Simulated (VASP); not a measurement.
# Cr (Im-3m) in VASP: single point with PBEsol

Aim: the single point of Cr with PBEsol.

Program: VASP 6.6.1. These are calculated values, not measurements. Logs are shortened: lines on timing, memory, paths and dates and some standing lists are left out, and cuts for length are marked.

**1. The cell of the first run**

Symmetry: Im-3m, No. 229, cubic system. Conventional cell: a = 2.969 Å, b = 2.969 Å, c = 2.969 Å, α = 90.00°, β = 90.00°, γ = 90.00°. Cr (site symmetry m-3m) has 14 Cr at 2.57 to 2.97 Å within 3.4 Å.

**2. Single point, PBEsol, collinear spin, antiferromagnetic start**

The input, INCAR:

```
ALGO     = Normal         # electronic algorithm
EDIFF    = 1E-6           # SCF threshold, eV
ENCUT    = 700            # plane-wave cutoff, eV
GGA      = PS             # functional
GGA_COMPAT= F            
ISIF     = 2              # what is computed and relaxed
ISMEAR   = 0              # smearing method
ISPIN    = 2              # spin polarisation
LASPH    = T              # aspherical terms in the spheres
LCHARG   = T              # write CHGCAR
LELF     = T              # ELF
LMAXMIX  = 4              # l up to which the mixer works
LORBIT   = 11             # projections on sites
LREAL    = F              # projectors in reciprocal space
LVHAR    = T            
LWAVE    = F              # write WAVECAR
MAGMOM   = -3 3           # initial moments
NBANDS   = 25             # bands
NELM     = 200            # most SCF steps
PREC     = Accurate       # precision mode
SIGMA    = 0.1            # smearing width, eV
```

The input, KPOINTS:

```
k-points
0
Gamma
  2 2 2
```

The input, POSCAR:

```
Cr
1.0
    2.9688993551      0.0000000000      0.0000000000
    0.0000000000      2.9688993551      0.0000000000
    0.0000000000      0.0000000000      2.9688993551
Cr
2
Direct
    0.0000000000      0.0000000000      0.0000000000
    0.5000000000      0.5000000000      0.5000000000
```

Potentials or basis: VASP PAW PBE potentials, release 64 (Cr_sv).

The run is started by

```console
$ cat potpaw_PBE.64/Cr_sv/POTCAR > POTCAR
$ mpirun -np 1 vasp_std > vasp.out
```

OUTCAR:

```text
EDIFF = 1E-6
   ENCUT = 700
   GGA = PS
   ISIF = 2
   ISMEAR = 0
   ISPIN = 2
   LASPH = T
   LORBIT = 11
   LREAL = F
   NELM = 200
   PREC = Accurate

 ion  position               nearest neighbor table
   1  0.000  0.000  0.000-   2 2.57   2 2.57   2 2.57   2 2.57   2 2.57   2 2.57   2 2.57   2 2.57

   2  0.500  0.500  0.500-   1 2.57   1 2.57   1 2.57   1 2.57   1 2.57   1 2.57   1 2.57   1 2.57

  LATTYP: Found a simple cubic cell.
 ALAT       =     2.9688993551

  Lattice vectors:

 A1 = (   2.9688993551,   0.0000000000,   0.0000000000)
 A2 = (   0.0000000000,   2.9688993551,   0.0000000000)
 A3 = (   0.0000000000,   0.0000000000,   2.9688993551)

Analysis of symmetry for initial positions (statically):
=====================================================================
 Subroutine PRICEL returns following result:

  LATTYP: Found a body centered cubic cell.
 ALAT       =     2.9688993551

  Lattice vectors:

 A1 = (   1.4844496776,   1.4844496776,  -1.4844496775)
 A2 = (  -1.4844496776,   1.4844496775,   1.4844496775)
 A3 = (   1.4844496776,  -1.4844496775,   1.4844496776)

   2 primitive cells build up your supercell.

 Routine SETGRP: Setting up the symmetry group for a
 simple cubic supercell.

 Subroutine GETGRP returns: Found 48 space group operations
 (whereof 48 operations were pure point group operations)
 out of a pool of 48 trial point group operations.

The static configuration has the point symmetry O_h .

Analysis of symmetry for dynamics (positions and initial velocities):
=====================================================================
 Subroutine PRICEL returns following result:

  LATTYP: Found a body centered cubic cell.
 ALAT       =     2.9688993551

  Lattice vectors:

 A1 = (   1.4844496776,   1.4844496776,  -1.4844496775)
 A2 = (  -1.4844496776,   1.4844496775,   1.4844496775)
 A3 = (   1.4844496776,  -1.4844496775,   1.4844496776)

   2 primitive cells build up your supercell.

 Routine SETGRP: Setting up the symmetry group for a
 simple cubic supercell.

 Subroutine GETGRP returns: Found 48 space group operations
 (whereof 48 operations were pure point group operations)
 out of a pool of 48 trial point group operations.

The dynamic configuration has the point symmetry O_h .

Analysis of structural, dynamic, and magnetic symmetry:
=====================================================================
 Subroutine PRICEL returns following result:

  LATTYP: Found a body centered cubic cell.
 ALAT       =     2.9688993551

  Lattice vectors:

 A1 = (   1.4844496776,   1.4844496776,  -1.4844496775)
 A2 = (  -1.4844496776,   1.4844496775,   1.4844496775)
 A3 = (   1.4844496776,  -1.4844496775,   1.4844496776)

   2 primitive cells build up your supercell.

 Routine SETGRP: Setting up the symmetry group for a
 simple cubic supercell.

 Subroutine GETGRP returns: Found 48 space group operations
 (whereof 48 operations were pure point group operations)
 out of a pool of 48 trial point group operations.

The overall configuration has the point symmetry O_h .

 Subroutine INISYM returns: Found 48 space group operations
 (whereof 48 operations are pure point group operations),
 and found     2 'primitive' translations

----------------------------------------------------------------------------------------

                                     Primitive cell

  volume of cell :      13.0845

  direct lattice vectors                    reciprocal lattice vectors
     1.484449678  1.484449678 -1.484449678     0.336825160  0.336825160  0.000000000
    -1.484449678  1.484449678  1.484449678    -0.000000000  0.336825160  0.336825160
     1.484449678 -1.484449678  1.484449678     0.336825160  0.000000000  0.336825160

  length of vectors
     2.571142263  2.571142263  2.571142263     0.476342709  0.476342709  0.476342709

  position of ions in fractional coordinates (direct lattice)
     0.000000000  0.000000000  0.000000000

  ion indices of the primitive-cell ions
   primitive index   ion index
                 1           1

----------------------------------------------------------------------------------------

 KPOINTS: k-points

Automatic generation of k-mesh.
 Grid dimensions read from file:
 generate k-points for:    2    2    2

 Generating k-lattice:

  Cartesian coordinates                     Fractional coordinates (reciprocal lattice)
     0.168412580  0.000000000  0.000000000     0.500000000  0.000000000  0.000000000
     0.000000000  0.168412580  0.000000000     0.000000000  0.500000000  0.000000000
     0.000000000  0.000000000  0.168412580     0.000000000  0.000000000  0.500000000

  Length of vectors
     0.168412580  0.168412580  0.168412580

  Shift w.r.t. Gamma in fractional coordinates (k-lattice)
     0.000000000  0.000000000  0.000000000

 Subroutine IBZKPT returns following result:
 ===========================================

 Found      4 irreducible k-points:

 Following reciprocal coordinates:
            Coordinates               Weight
  0.000000  0.000000  0.000000      1.000000
  0.500000  0.000000  0.000000      3.000000
  0.500000  0.500000  0.000000      3.000000
  0.500000  0.500000  0.500000      1.000000
   k-points           NKPTS =      4   k-points in BZ     NKDIM =      4   number of bands    NBANDS=     25
   number of dos      NEDOS =    301   number of ions     NIONS =      2
   total plane-waves  NPLWV =  21952
   dimension x,y,z NGX =    28 NGY =   28 NGZ =   28
   dimension x,y,z NGXF=    56 NGYF=   56 NGZF=   56
   ions per type =               2
   NGX,Y,Z   is equivalent  to a cutoff of  15.68, 15.68, 15.68 a.u.
   NGXF,Y,Z  is equivalent  to a cutoff of  31.36, 31.36, 31.36 a.u.
 SYSTEM =  unknown system
   PREC   = accura    normal or accurate (medium, high low for compatibility)
   ISTART =      0    job   : 0-new  1-cont  2-samecut
   ICHARG =      2    charge: 1-file 2-atom 10-const
   ISPIN  =      2    spin polarized calculation?
   LNONCOLLINEAR =      F non collinear calculations
   LSORBIT =      F    spin-orbit coupling
   LASPH  =      T    aspherical Exc in radial PAW
   ENCUT  =  700.0 eV  51.45 Ry    7.17 a.u.   6.40  6.40  6.40*2*pi/ulx,y,z
   NELM   =    200;   NELMIN=  2; NELMDL= -5     # of ELM steps
   EDIFF  = 0.1E-05   stopping-criterion for ELM
   LREAL  =      F    real-space projection
   EDIFFG = 0.1E-04   stopping-criterion for IOM
   NSW    =      0    number of steps for IOM
   IBRION =     -1    ionic relax: 0-MD 1-quasi-New 2-CG
   NFREE  =      0    steps in history (QN), initial steepest desc. (CG)
   ISIF   =      2    stress and relaxation
   ISYM   =      2    0-nonsym 1-usesym 2-fastsym
   POTIM  = 0.5000    time-step for ionic-motion
   TEBEG  =    0.0;   TEEND  =   0.0 temperature during run
   PSTRESS=    0.0 pullay stress
   NELECT =      28.0000    total number of electrons
   NUPDOWN=      -1.0000    fix difference up-down
   EMIN   =  10.00;   EMAX   =-10.00  energy-range for DOS
   EFERMI =   0.00;   METHOD = LEGACY
   ISMEAR =     0;   SIGMA  =   0.10  broadening in eV -4-tet -1-fermi 0-gaus
   EFERMI_NEDOS =   21; number of points for ismear=-14 and -15
   IALGO  =     38    algorithm
   IMIX   =      4    mixing-type and parameters
     AMIX     =   0.40;   BMIX     =  1.00
     AMIX_MAG =   1.60;   BMIX_MAG =  1.00
  volume/ion in A,a.u.               =      13.08        88.30
  Fermi-wavevector in a.u.,A,eV,Ry     =   1.674424  3.164202 38.146583  2.803695
  Thomas-Fermi vector in A             =   2.759222
   LORBIT       =     11    0 simple, 1 ext, 2 COOP (PROOUT), +10 PAW based schemes
   GGA     = PS    functional components
   LHFCALC =     F    Hartree Fock is set to
   AEXX    =    0.0000 exact exchange contribution
   IVDW    =     0    specifies the selected vdW correction
   LEPSILON=     F    determine dielectric tensor
   LRPA    =     F    only Hartree local field effects (RPA)
 spin polarized calculation
 Gauss-broadening in eV      SIGMA  =   0.10
  energy-cutoff  :      700.00
  volume of cell :       26.17
 maximum number of plane-waves:      1141
 NGX is ok and might be reduce to    28
   NGX = 13   NGY = 13   NGZ = 13

 number of electron      27.9999998 magnetization       0.0000000

 number of electron      27.9999998 magnetization      -0.0000000

 Free energy of the ion-electron system (eV)
  ---------------------------------------------------
  ext. energy  EPLUGINS =         0.00000000
  ---------------------------------------------------
  free energy    TOTEN  =       -18.49558743 eV

  energy without entropy =      -18.42928122  energy(sigma->0) =      -18.46243433

 E-fermi :  12.6445     XC(G=0): -13.1122

 val. band max:       12.1417066342   @ k =   0.5000   0.0000   0.0000
 cond. band min:      12.6800895156   @ k =   0.5000   0.5000   0.0000
 fundamental gap:      0.5383828813
 Fermi energy:        12.6444998557

 spin component 1

 k-point     1 :       0.0000    0.0000    0.0000
  band No.  band energies     occupation
      1     -59.7818      1.00000
      2     -58.2487      1.00000
      3     -31.2063      1.00000
      4     -31.2063      1.00000
      5     -31.2063      1.00000
      6     -29.6481      1.00000
[... 17 lines left out ...]
     24      27.7768      0.00000
     25      33.1431      0.00000

 k-point     2 :       0.5000    0.0000    0.0000
  band No.  band energies     occupation
      1     -59.7644      1.00000
      2     -58.2476      1.00000
      3     -31.2831      1.00000
      4     -31.1660      1.00000
      5     -31.1660      1.00000
      6     -29.8014      1.00000
[... 17 lines left out ...]
     24      28.6591      0.00000
     25      28.7065      0.00000

 k-point     3 :       0.5000    0.5000    0.0000
  band No.  band energies     occupation
      1     -59.7546      1.00000
      2     -58.2371      1.00000
      3     -31.3357      1.00000
      4     -31.3357      1.00000
      5     -31.1559      1.00000
      6     -29.7182      1.00000
[... 17 lines left out ...]
     24      27.9824      0.00000
     25      30.7403      0.00000

 k-point     4 :       0.5000    0.5000    0.5000
  band No.  band energies     occupation
      1     -59.7452      1.00000
      2     -58.2271      1.00000
      3     -31.2625      1.00000
      4     -31.2625      1.00000
      5     -31.2625      1.00000
      6     -29.7786      1.00000
[... 17 lines left out ...]
     24      21.5429      0.00000
     25      22.5047      0.00000
 Fermi energy:        12.6444998557

 spin component 2

 k-point     1 :       0.0000    0.0000    0.0000
  band No.  band energies     occupation
      1     -59.7818      1.00000
      2     -58.2487      1.00000
      3     -31.2063      1.00000
      4     -31.2063      1.00000
      5     -31.2063      1.00000
      6     -29.6481      1.00000
[... 17 lines left out ...]
     24      27.7768      0.00000
     25      33.1571      0.00000

 k-point     2 :       0.5000    0.0000    0.0000
  band No.  band energies     occupation
      1     -59.7644      1.00000
      2     -58.2476      1.00000
      3     -31.2831      1.00000
      4     -31.1660      1.00000
      5     -31.1660      1.00000
      6     -29.8014      1.00000
[... 17 lines left out ...]
     24      28.6591      0.00000
     25      28.7020      0.00000

 k-point     3 :       0.5000    0.5000    0.0000
  band No.  band energies     occupation
      1     -59.7546      1.00000
      2     -58.2371      1.00000
      3     -31.3357      1.00000
      4     -31.3357      1.00000
      5     -31.1559      1.00000
      6     -29.7182      1.00000
[... 17 lines left out ...]
     24      27.9824      0.00000
     25      30.7848      0.00000

 k-point     4 :       0.5000    0.5000    0.5000
  band No.  band energies     occupation
      1     -59.7452      1.00000
      2     -58.2271      1.00000
      3     -31.2625      1.00000
      4     -31.2625      1.00000
      5     -31.2625      1.00000
      6     -29.7786      1.00000
[... 17 lines left out ...]
     24      21.5430      0.00000
     25      22.5927      0.00000

------------------------ aborting loop because EDIFF is reached ----------------------------------------

  FORCE on cell =-STRESS in cart. coord.  units (eV):
  Direction    XX          YY          ZZ          XY          YZ          ZX
  --------------------------------------------------------------------------------------
  -------------------------------------------------------------------------------------
  Total       -2.5916096     -2.5916096     -2.5916096      0.0000000      0.0000000      0.0000000
  in kB     -158.6696022   -158.6696022   -158.6696022      0.0000000      0.0000000      0.0000000
  external PRESSURE =    -158.6696022 kB  Pullay stress =       0.0000000 kB

 VOLUME and BASIS-vectors are now :
 -----------------------------------------------------------------------------
  energy-cutoff  :      700.00
  volume of cell :       26.17
      direct lattice vectors                 reciprocal lattice vectors
     2.968899355  0.000000000  0.000000000     0.336825160  0.000000000  0.000000000
     0.000000000  2.968899355  0.000000000     0.000000000  0.336825160  0.000000000
     0.000000000  0.000000000  2.968899355     0.000000000  0.000000000  0.336825160

 POSITION                                       TOTAL-FORCE (eV/Angst)
 -----------------------------------------------------------------------------------
      0.00000      0.00000      0.00000         0.000000     -0.000000      0.000000
      1.48445      1.48445      1.48445        -0.000000      0.000000     -0.000000
 -----------------------------------------------------------------------------------
    total drift:                                0.000000      0.000000      0.000000

  FREE ENERGIE OF THE ION-ELECTRON SYSTEM (eV)
  ---------------------------------------------------
  free  energy   TOTEN  =       -18.4955874347 eV

  energy  without entropy=      -18.4292812214  energy(sigma->0) =      -18.46243433

 total charge

# of ion       s       p       d       tot
------------------------------------------
    1        2.163   5.990   3.607  11.760
    2        2.163   5.990   3.607  11.760
--------------------------------------------------
tot          4.326  11.981   7.214  23.521

 magnetization (x)

# of ion       s       p       d       tot
------------------------------------------
    1       -0.004  -0.006  -1.373  -1.383
    2        0.004   0.006   1.373   1.383
--------------------------------------------------
tot          0.000   0.000   0.000   0.000
```

Wall time 22 s (1 thread of Intel Xeon Platinum 8375C at 2.90GHz (Ice Lake), shared host); peak memory 0.16 GiB.

What came out:

```
Free energy                                           : -18.4956 eV
Pressure                                              : -15.9 GPa
Band gap on the k mesh                                : zero (filled and empty bands overlap)
Net moment                                            : 0.00 μB per cell
Site moments                                          : Cr -1.38, +1.38 μB
Valence electrons inside the program's atomic spheres : Cr 11.76
```

Levels at points of the mesh, in eV from the Fermi level:
Spin up:
| k point | band 10 | band 11 | band 12 | band 13 | band 14 | band 15 | band 16 | band 17 | band 18 | band 19 |
| --- | --- | --- | --- | --- | --- | --- | --- | --- | --- | --- |
| (0.00, 0.00, 0.00) | -4.20 | -4.20 | -1.29 | -1.29 | -1.29 | 0.68 | 0.68 | 2.10 | 2.10 | 2.10 |
| (0.50, 0.00, 0.00) | -4.35 | -2.31 | -1.55 | -1.41 | -1.41 | -0.50 | 0.06 | 0.06 | 1.17 | 1.30 |
| (0.50, 0.50, 0.00) | -4.33 | -2.58 | -2.58 | 0.04 | 0.04 | 0.47 | 0.60 | 0.75 | 1.44 | 2.35 |
| (0.50, 0.50, 0.50) | -3.04 | -3.04 | -2.03 | -2.03 | -2.03 | 0.52 | 0.52 | 1.49 | 1.49 | 8.37 |
Spin down:
```
           k point  band 12  band 13  band 14  band 15  band 16  band 17
(0.00, 0.00, 0.00)    -1.29    -1.29    -1.29     0.68     0.68     2.10
(0.50, 0.00, 0.00)    -1.55    -1.41    -1.41    -0.50     0.06     0.06
(0.50, 0.50, 0.00)    -2.58     0.04     0.04     0.47     0.60     0.75
(0.50, 0.50, 0.50)    -2.03    -2.03    -2.03     0.52     0.52     1.49
```

Caveat: the k points lie up to 1.06 Å⁻¹ apart, too coarse for converged energies and pressures of a metal; the antiferromagnetic order is the one typed at the start, and another may lie lower; the PAW data sets were made with another functional, which shifts forces and pressure a little.

The gap in the log of VASP goes by the Fermi energy; the results here count the filled bands.